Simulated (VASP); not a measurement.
# Ti3Al3Cu2 (P4/mmm) in VASP: relaxation of cell and atoms with PBE

Aim: the relaxation of cell and atoms of Ti3Al3Cu2 with PBE.

Program: VASP 6.6.1. These are calculated values, not measurements. Logs are shortened: lines on timing, memory, paths and dates and some standing lists are left out, and cuts for length are marked.

### 1 The cell of the first run

The structure is tetragonal, space group P4/mmm (No. 123). The conventional cell has a = 2.848 Å, b = 2.848 Å, c = 14.818 Å, α = 90.00°, β = 90.00°, γ = 90.00°. Ti (site symmetry 4mm) has 4 Cu at 2.72 Å and 5 Al at 2.83 to 3.40 Å and 4 Ti at 2.85 Å within 3.6 Å. Within 3.8 Å of Ti (site symmetry 4/mmm) lie 4 Ti at 2.85 Å and 8 Al at 2.86 Å. Within 4.1 Å of Al (site symmetry 4mm) lie 8 Ti at 2.83 to 2.86 Å and 9 Al at 2.85 to 4.06 Å and 1 Cu at 3.81 Å. Al (site symmetry 4/mmm) has 8 Cu at 2.55 Å and 4 Al at 2.85 Å and 2 Ti at 3.40 Å within 3.4 Å. Within 3.4 Å of Cu (site symmetry 4mm) lie 4 Al at 2.55 Å and 4 Ti at 2.72 Å and 5 Cu at 2.85 to 3.14 Å.

### 2 Relaxation of cell and atoms, PBE

Contents of INCAR:

```
ALGO     = Fast           # electronic algorithm
EDIFF    = 1E-6           # SCF threshold, eV
EDIFFG   = -0.01          # ionic threshold
ENCUT    = 600            # plane-wave cutoff, eV
GGA      = PE             # functional
IBRION   = 2              # ionic algorithm
ISIF     = 3              # what is computed and relaxed
ISMEAR   = 0              # smearing method
LASPH    = True           # aspherical terms in the spheres
LCHARG   = False          # write CHGCAR
LREAL    = False          # projectors in reciprocal space
LWAVE    = False          # write WAVECAR
NELM     = 60             # most SCF steps
NSW      = 100            # ionic steps
PREC     = Accurate       # precision mode
SIGMA    = 0.1            # smearing width, eV
```

Contents of KPOINTS:

```
k-points
0
Gamma
  12 12 2
```

Contents of POSCAR:

```
Ti3Al3Cu2
1.0
    2.8483960016      0.0000000000      0.0000000000
    0.0000000000      2.8483960016      0.0000000000
    0.0000000000      0.0000000000     14.8184819299
Ti Al Cu
3 3 2
Direct
    0.0000000000      0.0000000000      0.7293762289
    0.0000000000      0.0000000000      0.2706237711
    0.0000000000      0.0000000000      0.0000000000
    0.5000000000      0.5000000000      0.8631493067
    0.5000000000      0.5000000000      0.1368506933
    0.0000000000      0.0000000000      0.5000000000
    0.5000000000      0.5000000000      0.6060273242
    0.5000000000      0.5000000000      0.3939726758
```

Potentials or basis: VASP PAW PBE potentials, release 64 (Ti_sv, Al, Cu).

Command:

```
$ cat potpaw_PBE.64/Ti_sv/POTCAR potpaw_PBE.64/Al/POTCAR potpaw_PBE.64/Cu/POTCAR > POTCAR
$ mpirun -np 1 vasp_std > vasp.out
```

OUTCAR:

```text
EDIFF = 1E-6
   EDIFFG = -0.01
   ENCUT = 600
   GGA = PE
   IBRION = 2
   ISIF = 3
   ISMEAR = 0
   LASPH = True
   LREAL = False
   NELM = 60
   NSW = 100
   PREC = Accurate

 ion  position               nearest neighbor table
   1  0.000  0.000  0.729-   7 2.72   7 2.72   7 2.72   7 2.72   4 2.83   4 2.83   4 2.83   4 2.83

   2  0.000  0.000  0.271-   8 2.72   8 2.72   8 2.72   8 2.72   5 2.83   5 2.83   5 2.83   5 2.83

   3  0.000  0.000  0.000-   4 2.86   5 2.86   4 2.86   5 2.86   4 2.86   5 2.86   4 2.86   5 2.86

   4  0.500  0.500  0.863-   1 2.83   1 2.83   1 2.83   1 2.83   3 2.86   3 2.86   3 2.86   3 2.86

   5  0.500  0.500  0.137-   2 2.83   2 2.83   2 2.83   2 2.83   3 2.86   3 2.86   3 2.86   3 2.86

   6  0.000  0.000  0.500-   7 2.55   8 2.55   7 2.55   8 2.55   7 2.55   8 2.55   7 2.55   8 2.55

   7  0.500  0.500  0.606-   6 2.55   6 2.55   6 2.55   6 2.55   1 2.72   1 2.72   1 2.72   1 2.72

   8  0.500  0.500  0.394-   6 2.55   6 2.55   6 2.55   6 2.55   2 2.72   2 2.72   2 2.72   2 2.72

  LATTYP: Found a simple tetragonal cell.
 ALAT       =     2.8483960016
 C/A-ratio  =     5.2023952855

  Lattice vectors:

 A1 = (   2.8483960016,   0.0000000000,   0.0000000000)
 A2 = (   0.0000000000,   2.8483960016,   0.0000000000)
 A3 = (   0.0000000000,   0.0000000000,  14.8184819299)

Analysis of symmetry for initial positions (statically):
=====================================================================
 Subroutine PRICEL returns:
 Original cell was already a primitive cell.

 Routine SETGRP: Setting up the symmetry group for a
 simple tetragonal supercell.

 Subroutine GETGRP returns: Found 16 space group operations
 (whereof 16 operations were pure point group operations)
 out of a pool of 16 trial point group operations.

The static configuration has the point symmetry D_4h.

Analysis of symmetry for dynamics (positions and initial velocities):
=====================================================================
 Subroutine PRICEL returns:
 Original cell was already a primitive cell.

 Routine SETGRP: Setting up the symmetry group for a
 simple tetragonal supercell.

 Subroutine GETGRP returns: Found 16 space group operations
 (whereof 16 operations were pure point group operations)
 out of a pool of 16 trial point group operations.

The dynamic configuration has the point symmetry D_4h.

 Subroutine INISYM returns: Found 16 space group operations
 (whereof 16 operations are pure point group operations),
 and found     1 'primitive' translations

----------------------------------------------------------------------------------------

                                     Primitive cell

  volume of cell :     120.2277

  direct lattice vectors                    reciprocal lattice vectors
     2.848396002  0.000000000  0.000000000     0.351074780  0.000000000  0.000000000
     0.000000000  2.848396002  0.000000000     0.000000000  0.351074780  0.000000000
     0.000000000  0.000000000 14.818481930     0.000000000  0.000000000  0.067483296

  length of vectors
     2.848396002  2.848396002 14.818481930     0.351074780  0.351074780  0.067483296

  position of ions in fractional coordinates (direct lattice)
     0.000000000  0.000000000  0.729376229
     0.000000000  0.000000000  0.270623771
     0.000000000  0.000000000  0.000000000
     0.500000000  0.500000000  0.863149307
     0.500000000  0.500000000  0.136850693
     0.000000000  0.000000000  0.500000000
     0.500000000  0.500000000  0.606027324
     0.500000000  0.500000000  0.393972676

  ion indices of the primitive-cell ions
   primitive index   ion index
                 1           1
                 2           2
                 3           3
                 4           4
                 5           5
                 6           6
                 7           7
                 8           8

----------------------------------------------------------------------------------------

 KPOINTS: k-points

Automatic generation of k-mesh.
 Grid dimensions read from file:
 generate k-points for:   12   12    2

 Generating k-lattice:

  Cartesian coordinates                     Fractional coordinates (reciprocal lattice)
     0.029256232  0.000000000  0.000000000     0.083333333  0.000000000  0.000000000
     0.000000000  0.029256232  0.000000000     0.000000000  0.083333333  0.000000000
     0.000000000  0.000000000  0.033741648     0.000000000  0.000000000  0.500000000

  Length of vectors
     0.029256232  0.029256232  0.033741648

  Shift w.r.t. Gamma in fractional coordinates (k-lattice)
     0.000000000  0.000000000  0.000000000

 Subroutine IBZKPT returns following result:
 ===========================================

 Found     56 irreducible k-points:

 Following reciprocal coordinates:
            Coordinates               Weight
  0.000000  0.000000  0.000000      1.000000
  0.083333  0.000000  0.000000      4.000000
  0.166667  0.000000  0.000000      4.000000
  0.250000  0.000000  0.000000      4.000000
  0.333333  0.000000  0.000000      4.000000
  0.416667  0.000000  0.000000      4.000000
[... 16 lines left out ...]
  0.333333  0.333333  0.000000      4.000000
  0.416667  0.333333  0.000000      8.000000
 [... further k-points ...]
   k-points           NKPTS =     56   k-points in BZ     NKDIM =     56   number of bands    NBANDS=     40
   number of dos      NEDOS =    301   number of ions     NIONS =      8
   total plane-waves  NPLWV =  69120
   dimension x,y,z NGX =    24 NGY =   24 NGZ =  120
   dimension x,y,z NGXF=    48 NGYF=   48 NGZF=  240
   ions per type =               3   3   2
   NGX,Y,Z   is equivalent  to a cutoff of  14.01, 14.01, 13.46 a.u.
   NGXF,Y,Z  is equivalent  to a cutoff of  28.02, 28.02, 26.93 a.u.
 SYSTEM =  unknown system
   PREC   = accura    normal or accurate (medium, high low for compatibility)
   ISTART =      0    job   : 0-new  1-cont  2-samecut
   ICHARG =      2    charge: 1-file 2-atom 10-const
   ISPIN  =      1    spin polarized calculation?
   LNONCOLLINEAR =      F non collinear calculations
   LSORBIT =      F    spin-orbit coupling
   LASPH  =      T    aspherical Exc in radial PAW
   ENCUT  =  600.0 eV  44.10 Ry    6.64 a.u.   5.69  5.69 29.60*2*pi/ulx,y,z
   NELM   =     60;   NELMIN=  2; NELMDL= -5     # of ELM steps
   EDIFF  = 0.1E-05   stopping-criterion for ELM
   LREAL  =      F    real-space projection
   EDIFFG = -.1E-01   stopping-criterion for IOM
   NSW    =    100    number of steps for IOM
   IBRION =      2    ionic relax: 0-MD 1-quasi-New 2-CG
   NFREE  =      1    steps in history (QN), initial steepest desc. (CG)
   ISIF   =      3    stress and relaxation
   ISYM   =      2    0-nonsym 1-usesym 2-fastsym
   POTIM  = 0.5000    time-step for ionic-motion
   TEBEG  =    0.0;   TEEND  =   0.0 temperature during run
   PSTRESS=    0.0 pullay stress
   NELECT =      67.0000    total number of electrons
   NUPDOWN=      -1.0000    fix difference up-down
   EMIN   =  10.00;   EMAX   =-10.00  energy-range for DOS
   EFERMI =   0.00;   METHOD = LEGACY
   ISMEAR =     0;   SIGMA  =   0.10  broadening in eV -4-tet -1-fermi 0-gaus
   EFERMI_NEDOS =   21; number of points for ismear=-14 and -15
   IALGO  =     68    algorithm
   IMIX   =      4    mixing-type and parameters
     AMIX     =   0.40;   BMIX     =  1.00
     AMIX_MAG =   1.60;   BMIX_MAG =  1.00
  volume/ion in A,a.u.               =      15.03       101.42
  Fermi-wavevector in a.u.,A,eV,Ry     =   1.347199  2.545836 24.693812  1.814944
  Thomas-Fermi vector in A             =   2.474969
   LORBIT       =      0    0 simple, 1 ext, 2 COOP (PROOUT), +10 PAW based schemes
   GGA     = PE    functional components
   LHFCALC =     F    Hartree Fock is set to
   AEXX    =    0.0000 exact exchange contribution
   IVDW    =     0    specifies the selected vdW correction
   LEPSILON=     F    determine dielectric tensor
   LRPA    =     F    only Hartree local field effects (RPA)
 conjugate gradient relaxation of ions
 non-spin polarized calculation
 RMM-DIIS sequential band-by-band and
 Gauss-broadening in eV      SIGMA  =   0.10
  energy-cutoff  :      600.00
  volume of cell :      120.23
 maximum number of plane-waves:      4056
 NGX is ok and might be reduce to    24
   NGX = 11   NGY = 11   NGZ = 59

--------------------------------------- Ionic step        1  -------------------------------------------

 number of electron      66.9999964 magnetization

 Free energy of the ion-electron system (eV)
  ---------------------------------------------------
  ext. energy  EPLUGINS =         0.00000000
  ---------------------------------------------------
  free energy    TOTEN  =       -44.68982215 eV

  energy without entropy =      -44.65926331  energy(sigma->0) =      -44.67454273

------------------------ aborting loop because EDIFF is reached ----------------------------------------

  FORCE on cell =-STRESS in cart. coord.  units (eV):
  Direction    XX          YY          ZZ          XY          YZ          ZX
  --------------------------------------------------------------------------------------
  -------------------------------------------------------------------------------------
  Total       -0.0213943     -0.0213943      0.0119643      0.0000000     -0.0000000     -0.0000000
  in kB       -0.2851052     -0.2851052      0.1594391      0.0000000     -0.0000000     -0.0000000
  external PRESSURE =      -0.1369237 kB  Pullay stress =       0.0000000 kB
[... 107 lines left out ...]
  FREE ENERGIE OF THE ION-ELECTRON SYSTEM (eV)
  ---------------------------------------------------
  free  energy   TOTEN  =       -44.6925936022 eV

  energy  without entropy=      -44.6631880546  energy(sigma->0) =      -44.67789083

[... ionic steps 4 to 8 ...]

--------------------------------------- Ionic step        9  -------------------------------------------

 number of electron      66.9999969 magnetization

------------------------ aborting loop because EDIFF is reached ----------------------------------------

  FORCE on cell =-STRESS in cart. coord.  units (eV):
  Direction    XX          YY          ZZ          XY          YZ          ZX
  --------------------------------------------------------------------------------------
  -------------------------------------------------------------------------------------
  Total       -0.1243190     -0.1243190     -0.0918579      0.0000000      0.0000000      0.0000000
  in kB       -1.6565341     -1.6565341     -1.2239941      0.0000000      0.0000000      0.0000000
  external PRESSURE =      -1.5123541 kB  Pullay stress =       0.0000000 kB
[... 69 lines left out ...]
  energy  without entropy=      -44.6641000116  energy(sigma->0) =      -44.67877148

--------------------------------------- Ionic step       11  -------------------------------------------

 number of electron      66.9999969 magnetization

 Free energy of the ion-electron system (eV)
  ---------------------------------------------------
  ext. energy  EPLUGINS =         0.00000000
  ---------------------------------------------------
  free energy    TOTEN  =       -44.69345606 eV

  energy without entropy =      -44.66410793  energy(sigma->0) =      -44.67878200

 E-fermi :   8.3478     XC(G=0): -11.4029

 val. band max:        8.3469739168   @ k =   0.3333   0.3333   0.0000
 cond. band min:       8.3711909153   @ k =   0.1667   0.0000   0.0000
 fundamental gap:      0.0242169985
 Fermi energy:         8.3478317806

 k-point     1 :       0.0000    0.0000    0.0000
  band No.  band energies     occupation
      1     -48.3812      2.00000
      2     -48.3812      2.00000
      3     -48.3227      2.00000
      4     -24.7465      2.00000
      5     -24.7440      2.00000
      6     -24.7219      2.00000
[... 1021 lines left out ...]
     39       9.9079      0.00000
     40      10.1524      0.00000

 [... further k-points ...]

------------------------ aborting loop because EDIFF is reached ----------------------------------------

  FORCE on cell =-STRESS in cart. coord.  units (eV):
  Direction    XX          YY          ZZ          XY          YZ          ZX
  --------------------------------------------------------------------------------------
  -------------------------------------------------------------------------------------
  Total       -0.0105146     -0.0105146      0.0245858      0.0000000      0.0000000      0.0000000
  in kB       -0.1402106     -0.1402106      0.3278476      0.0000000      0.0000000      0.0000000
  external PRESSURE =       0.0158088 kB  Pullay stress =       0.0000000 kB
[... 23 lines left out ...]
  FREE ENERGIE OF THE ION-ELECTRON SYSTEM (eV)
  ---------------------------------------------------
  free  energy   TOTEN  =       -44.6934560626 eV

  energy  without entropy=      -44.6641079304  energy(sigma->0) =      -44.67878200

 reached required accuracy - stopping structural energy minimisation
```

Wall time 26 min (1 thread of Intel Xeon 6975P-C (Granite Rapids), shared host); peak memory 0.48 GiB.

Results:

| Property | Result |
| --- | --- |
| Free energy | -44.6935 eV |
| Relaxed volume | 15.02 Å³/atom |
| Relaxed cell | a = 2.849 Å, b = 2.849 Å, c = 14.805 Å, α = 90.00°, β = 90.00°, γ = 90.00° |
| Space group after relaxing (to 0.1 Å) | P4/mmm (No. 123) |
| Energy gained by relaxing | 0.5 meV/atom |
| Ionic steps | 11 |
| Pressure after relaxing | 0.0 GPa |
| Largest force after relaxing | 0.009 eV/Å |
| Band gap on the k mesh | zero (an odd number of electrons rules out a gap without spin polarisation) |

Forces in eV/Å, atoms in the order of the input:
```
Ti   0.000  0.000  0.004
Ti   0.000  0.000 -0.004
Ti   0.000  0.000  0.000
Al   0.000  0.000 -0.001
Al   0.000  0.000  0.001
Al   0.000  0.000  0.000
Cu   0.000  0.000  0.009
Cu   0.000  0.000 -0.009
```

The path:
```tsv
step	energy change (eV)	largest force (eV/Å)	pressure (GPa)	volume (Å³)
1	0.0000	0.1384	-0.01	120.23
2	-0.0018	0.0882	-0.01	120.21
3	-0.0028	0.0524	0.01	120.17
4	-0.0031	0.0353	-0.02	120.19
5	-0.0035	0.0249	-0.06	120.22
6	-0.0036	0.0140	0.09	120.05
7	-0.0036	0.0138	0.05	120.06
8	-0.0036	0.0136	0.20	120.05
9	-0.0036	0.0119	-0.15	120.24
10	-0.0036	0.0134	-0.01	120.15
11	-0.0036	0.0094	0.00	120.15
```

Final structure:
```
Ti Al Cu
1.0
     2.84880    0.00000    0.00000
     0.00000    2.84880    0.00000
     0.00000    0.00000   14.80464
Ti Al Cu
3 3 2
Direct
  0.00000 0.00000 0.73106
  0.00000 0.00000 0.26894
  0.00000 0.00000 0.00000
  0.50000 0.50000 0.86383
  0.50000 0.50000 0.13617
  0.00000 0.00000 0.50000
  0.50000 0.50000 0.60583
  0.50000 0.50000 0.39417
```

The gap in the log of VASP goes by the Fermi energy; the results here count the filled bands.